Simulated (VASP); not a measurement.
# Ag in VASP: notebook

Runs on Ag. Level: PBE. Tasks: relaxation of cell and atoms, single point.

Everything below comes from runs of VASP 6.6.1. Logs are shortened: lines on timing, memory, paths and dates and some standing lists are left out, and cuts for length are marked.

## 1. The cell of the first run

Symmetry: Im-3m, No. 229, cubic system. The conventional cell has a = 3.311 Å, b = 3.311 Å, c = 3.311 Å, α = 90.00°, β = 90.00°, γ = 90.00°. Ag (site symmetry m-3m) has 14 Ag at 2.87 to 3.31 Å within 3.8 Å.

## 2. Relaxation of cell and atoms, PBE

File INCAR:

```
SYSTEM = Ag
PREC     = Accurate       ! precision mode
ENCUT    = 600            ! plane-wave cutoff, eV
EDIFF    = 1E-6           ! SCF threshold, eV
ISMEAR   = 0              ! smearing method
SIGMA    = 0.1            ! smearing width, eV
LREAL    = .False.        ! projectors in reciprocal space
LASPH    = .True.         ! aspherical terms in the spheres
NELM     = 80             ! most SCF steps
ALGO     = Fast           ! electronic algorithm
ISIF     = 3              ! what is computed and relaxed
LWAVE    = .False.        ! write WAVECAR
LCHARG   = .False.        ! write CHGCAR
GGA      = PE             ! functional
IBRION   = 2              ! ionic algorithm
NSW      = 100            ! ionic steps
EDIFFG   = -0.005         ! ionic threshold
```

File KPOINTS:

```
Automatic mesh
0
Gamma
  18 18 18
  0 0 0
```

File POSCAR:

```
Ag
1.0
   -1.6556540000      1.6556540000      1.6556540000
    1.6556540000     -1.6556540000      1.6556540000
    1.6556540000      1.6556540000     -1.6556540000
Ag
1
Direct
    0.0000000000      0.0000000000      0.0000000000
```

Potentials or basis: VASP PAW PBE potentials, release 64 (Ag).

Command:

```bash
$ cat potpaw_PBE.64/Ag/POTCAR > POTCAR
$ mpirun -np 1 vasp_std > vasp.out
```

OUTCAR:

```text
SYSTEM = Ag
   PREC = Accurate
   ENCUT = 600
   EDIFF = 1E-6
   ISMEAR = 0
   LREAL = .False.
   LASPH = .True.
   NELM = 80
   ISIF = 3
   GGA = PE
   IBRION = 2
   NSW = 100
   EDIFFG = -0.005

 ion  position               nearest neighbor table
   1  0.000  0.000  0.000-

  LATTYP: Found a body centered cubic cell.
 ALAT       =     3.3113080000

  Lattice vectors:

 A1 = (  -1.6556540000,   1.6556540000,   1.6556540000)
 A2 = (   1.6556540000,  -1.6556540000,   1.6556540000)
 A3 = (   1.6556540000,   1.6556540000,  -1.6556540000)

Analysis of symmetry for initial positions (statically):
=====================================================================
 Subroutine PRICEL returns:
 Original cell was already a primitive cell.

 Routine SETGRP: Setting up the symmetry group for a
 body centered cubic supercell.

 Subroutine GETGRP returns: Found 48 space group operations
 (whereof 48 operations were pure point group operations)
 out of a pool of 48 trial point group operations.

The static configuration has the point symmetry O_h .

Analysis of symmetry for dynamics (positions and initial velocities):
=====================================================================
 Subroutine PRICEL returns:
 Original cell was already a primitive cell.

 Routine SETGRP: Setting up the symmetry group for a
 body centered cubic supercell.

 Subroutine GETGRP returns: Found 48 space group operations
 (whereof 48 operations were pure point group operations)
 out of a pool of 48 trial point group operations.

The dynamic configuration has the point symmetry O_h .

 Subroutine INISYM returns: Found 48 space group operations
 (whereof 48 operations are pure point group operations),
 and found     1 'primitive' translations

----------------------------------------------------------------------------------------

                                     Primitive cell

  volume of cell :      18.1538

  direct lattice vectors                    reciprocal lattice vectors
    -1.655654000  1.655654000  1.655654000     0.000000000  0.301995465  0.301995465
     1.655654000 -1.655654000  1.655654000     0.301995465  0.000000000  0.301995465
     1.655654000  1.655654000 -1.655654000     0.301995465  0.301995465  0.000000000

  length of vectors
     2.867676848  2.867676848  2.867676848     0.427086083  0.427086083  0.427086083

  position of ions in fractional coordinates (direct lattice)
     0.000000000  0.000000000  0.000000000

  ion indices of the primitive-cell ions
   primitive index   ion index
                 1           1

----------------------------------------------------------------------------------------

 KPOINTS: Automatic mesh

Automatic generation of k-mesh.
 Grid dimensions read from file:
 generate k-points for:   18   18   18

 Generating k-lattice:

  Cartesian coordinates                     Fractional coordinates (reciprocal lattice)
     0.000000000  0.016777526  0.016777526     0.055555556  0.000000000  0.000000000
     0.016777526  0.000000000  0.016777526     0.000000000  0.055555556  0.000000000
     0.016777526  0.016777526  0.000000000     0.000000000  0.000000000  0.055555556

  Length of vectors
     0.023727005  0.023727005  0.023727005

  Shift w.r.t. Gamma in fractional coordinates (k-lattice)
     0.000000000  0.000000000  0.000000000

 Subroutine IBZKPT returns following result:
 ===========================================

 Found    195 irreducible k-points:

 Following reciprocal coordinates:
            Coordinates               Weight
  0.000000  0.000000  0.000000      1.000000
  0.055556  0.000000  0.000000     12.000000
  0.111111  0.000000  0.000000     12.000000
  0.166667  0.000000  0.000000     12.000000
  0.222222  0.000000  0.000000     12.000000
  0.277778  0.000000  0.000000     12.000000
[... 16 lines left out ...]
  0.333333  0.111111  0.000000     48.000000
  0.388889  0.111111 -0.000000     48.000000
 [... further k-points ...]
   k-points           NKPTS =    195   k-points in BZ     NKDIM =    195   number of bands    NBANDS=      9
   number of dos      NEDOS =    301   number of ions     NIONS =      1
   total plane-waves  NPLWV =  13824
   dimension x,y,z NGX =    24 NGY =   24 NGZ =   24
   dimension x,y,z NGXF=    48 NGYF=   48 NGZF=   48
   ions per type =               1
   NGX,Y,Z   is equivalent  to a cutoff of  13.91, 13.91, 13.91 a.u.
   NGXF,Y,Z  is equivalent  to a cutoff of  27.83, 27.83, 27.83 a.u.
 SYSTEM =  Ag
   PREC   = accura    normal or accurate (medium, high low for compatibility)
   ISTART =      0    job   : 0-new  1-cont  2-samecut
   ICHARG =      2    charge: 1-file 2-atom 10-const
   ISPIN  =      1    spin polarized calculation?
   LNONCOLLINEAR =      F non collinear calculations
   LSORBIT =      F    spin-orbit coupling
   LASPH  =      T    aspherical Exc in radial PAW
   ENCUT  =  600.0 eV  44.10 Ry    6.64 a.u.   5.73  5.73  5.73*2*pi/ulx,y,z
   NELM   =     80;   NELMIN=  2; NELMDL= -5     # of ELM steps
   EDIFF  = 0.1E-05   stopping-criterion for ELM
   LREAL  =      F    real-space projection
   EDIFFG = -.5E-02   stopping-criterion for IOM
   NSW    =    100    number of steps for IOM
   IBRION =      2    ionic relax: 0-MD 1-quasi-New 2-CG
   NFREE  =      1    steps in history (QN), initial steepest desc. (CG)
   ISIF   =      3    stress and relaxation
   ISYM   =      2    0-nonsym 1-usesym 2-fastsym
   POTIM  = 0.5000    time-step for ionic-motion
   TEBEG  =    0.0;   TEEND  =   0.0 temperature during run
   PSTRESS=    0.0 pullay stress
   NELECT =      11.0000    total number of electrons
   NUPDOWN=      -1.0000    fix difference up-down
   EMIN   =  10.00;   EMAX   =-10.00  energy-range for DOS
   EFERMI =   0.00;   METHOD = LEGACY
   ISMEAR =     0;   SIGMA  =   0.10  broadening in eV -4-tet -1-fermi 0-gaus
   EFERMI_NEDOS =   21; number of points for ismear=-14 and -15
   IALGO  =     68    algorithm
   IMIX   =      4    mixing-type and parameters
     AMIX     =   0.40;   BMIX     =  1.00
     AMIX_MAG =   1.60;   BMIX_MAG =  1.00
  volume/ion in A,a.u.               =      18.15       122.51
  Fermi-wavevector in a.u.,A,eV,Ry     =   1.385318  2.617871 26.111022  1.919106
  Thomas-Fermi vector in A             =   2.509739
   LORBIT       =      0    0 simple, 1 ext, 2 COOP (PROOUT), +10 PAW based schemes
   GGA     = PE    functional components
   LHFCALC =     F    Hartree Fock is set to
   AEXX    =    0.0000 exact exchange contribution
   IVDW    =     0    specifies the selected vdW correction
   LEPSILON=     F    determine dielectric tensor
   LRPA    =     F    only Hartree local field effects (RPA)
 conjugate gradient relaxation of ions
 non-spin polarized calculation
 RMM-DIIS sequential band-by-band and
 Gauss-broadening in eV      SIGMA  =   0.10
  energy-cutoff  :      600.00
  volume of cell :       18.15
 maximum number of plane-waves:       623
   NGX = 11   NGY = 11   NGZ = 11

--------------------------------------- Ionic step        1  -------------------------------------------

 number of electron      11.0000001 magnetization

 Free energy of the ion-electron system (eV)
  ---------------------------------------------------
  ext. energy  EPLUGINS =         0.00000000
  ---------------------------------------------------
  free energy    TOTEN  =        -2.68184476 eV

  energy without entropy =       -2.67962716  energy(sigma->0) =       -2.68073596

------------------------ aborting loop because EDIFF is reached ----------------------------------------

  FORCE on cell =-STRESS in cart. coord.  units (eV):
  Direction    XX          YY          ZZ          XY          YZ          ZX
  --------------------------------------------------------------------------------------
  -------------------------------------------------------------------------------------
  Total       -0.0786498     -0.0786498     -0.0786498      0.0000000      0.0000000     -0.0000000
  in kB       -6.9412800     -6.9412800     -6.9412800      0.0000000      0.0000000     -0.0000000
  external PRESSURE =      -6.9412800 kB  Pullay stress =       0.0000000 kB

 VOLUME and BASIS-vectors are now :
 -----------------------------------------------------------------------------
  energy-cutoff  :      600.00
  volume of cell :       18.15
      direct lattice vectors                 reciprocal lattice vectors
    -1.655654000  1.655654000  1.655654000     0.000000000  0.301995465  0.301995465
     1.655654000 -1.655654000  1.655654000     0.301995465  0.000000000  0.301995465
     1.655654000  1.655654000 -1.655654000     0.301995465  0.301995465  0.000000000
[... 71 lines left out ...]
 POSITION                                       TOTAL-FORCE (eV/Angst)
 -----------------------------------------------------------------------------------
      0.00000      0.00000      0.00000         0.000000      0.000000     -0.000000
 -----------------------------------------------------------------------------------
    total drift:                               -0.000000     -0.000000      0.000000

  FREE ENERGIE OF THE ION-ELECTRON SYSTEM (eV)
  ---------------------------------------------------
  free  energy   TOTEN  =        -2.6822229000 eV

  energy  without entropy=       -2.6798749805  energy(sigma->0) =       -2.68104894

--------------------------------------- Ionic step        4  -------------------------------------------

 number of electron      11.0000003 magnetization

 Free energy of the ion-electron system (eV)
  ---------------------------------------------------
  ext. energy  EPLUGINS =         0.00000000
  ---------------------------------------------------
  free energy    TOTEN  =        -2.68222377 eV

  energy without entropy =       -2.67988409  energy(sigma->0) =       -2.68105393

 E-fermi :   7.7322     XC(G=0): -11.8888

 val. band max:        7.7209157714   @ k =  -0.3889   0.4444   0.1111
 cond. band min:       7.7672159746   @ k =   0.5000   0.0000   0.0000
 fundamental gap:      0.0463002032
 Fermi energy:         7.7322287189

 k-point     1 :       0.0000    0.0000    0.0000
  band No.  band energies     occupation
      1       0.3306      2.00000
      2       2.9813      2.00000
      3       2.9813      2.00000
      4       2.9813      2.00000
      5       4.2013      2.00000
      6       4.2013      2.00000
      7      25.4884      0.00000
      8      25.4884      0.00000
      9      25.4884      0.00000

 k-point     2 :       0.0556    0.0000    0.0000
  band No.  band energies     occupation
      1       0.4287      2.00000
      2       2.9582      2.00000
      3       2.9852      2.00000
      4       3.0351      2.00000
      5       4.1760      2.00000
      6       4.2029      2.00000
      7      25.2137      0.00000
      8      25.4533      0.00000
      9      25.5471      0.00000
[... 253 lines left out ...]
 k-point    24 :       0.3889    0.1111   -0.0000
  band No.  band energies     occupation
      1       1.8187      2.00000
      2       2.3511      2.00000
      3       4.0510      2.00000
      4       4.1466      2.00000
      5       4.7209      2.00000
      6       7.8670      0.05658
      7      12.5059      0.00000
      8      19.4134      0.00000
      9      21.4974      0.00000

 [... further k-points ...]
[... 5 lines left out ...]
  --------------------------------------------------------------------------------------
  -------------------------------------------------------------------------------------
  Total       -0.0005746     -0.0005746     -0.0005746      0.0000000      0.0000000      0.0000000
  in kB       -0.0511555     -0.0511555     -0.0511555      0.0000000      0.0000000      0.0000000
  external PRESSURE =      -0.0511555 kB  Pullay stress =       0.0000000 kB

 VOLUME and BASIS-vectors are now :
 -----------------------------------------------------------------------------
  energy-cutoff  :      600.00
  volume of cell :       18.00
      direct lattice vectors                 reciprocal lattice vectors
    -1.650865072  1.650865072  1.650865072     0.000000000  0.302871512  0.302871512
     1.650865072 -1.650865072  1.650865072     0.302871512  0.000000000  0.302871512
     1.650865072  1.650865072 -1.650865072     0.302871512  0.302871512  0.000000000

 POSITION                                       TOTAL-FORCE (eV/Angst)
 -----------------------------------------------------------------------------------
      0.00000      0.00000      0.00000         0.000000      0.000000      0.000000
 -----------------------------------------------------------------------------------
    total drift:                               -0.000000      0.000000      0.000000

  FREE ENERGIE OF THE ION-ELECTRON SYSTEM (eV)
  ---------------------------------------------------
  free  energy   TOTEN  =        -2.6822237704 eV

  energy  without entropy=       -2.6798840938  energy(sigma->0) =       -2.68105393

 reached required accuracy - stopping structural energy minimisation
```

Wall time 73 s (1 thread of Intel Xeon 8259CL, shared host); peak memory 0.18 GiB.

What came out:

- Free energy: -2.6822 eV
- Relaxed volume: 18.00 Å³/atom
- Relaxed cell: a = 2.859 Å, b = 2.859 Å, c = 2.859 Å, α = 109.47°, β = 109.47°, γ = 109.47°
- Space group after relaxing (to 0.05 Å): Im-3m (No. 229)
- Energy gained by relaxing: 0.4 meV/atom
- Ionic steps: 4
- Pressure after relaxing: 0.0 GPa

Step by step:
| step | energy change (eV) | largest force (eV/Å) | pressure (GPa) | volume (Å³) |
| --- | --- | --- | --- | --- |
| 1 | 0.0000 | 0.0000 | -0.69 | 18.15 |
| 2 | -0.0003 | 0.0000 | 0.16 | 17.95 |
| 3 | -0.0004 | 0.0000 | 0.05 | 17.99 |
| 4 | -0.0004 | 0.0000 | -0.01 | 18.00 |

Final structure:
```
CELL_PARAMETERS angstrom
-1.65087 1.65087 1.65087
1.65087 -1.65087 1.65087
1.65087 1.65087 -1.65087
ATOMIC_POSITIONS crystal
Ag 0.00000 0.00000 0.00000
```

(Part 1 of 2 ends here.)
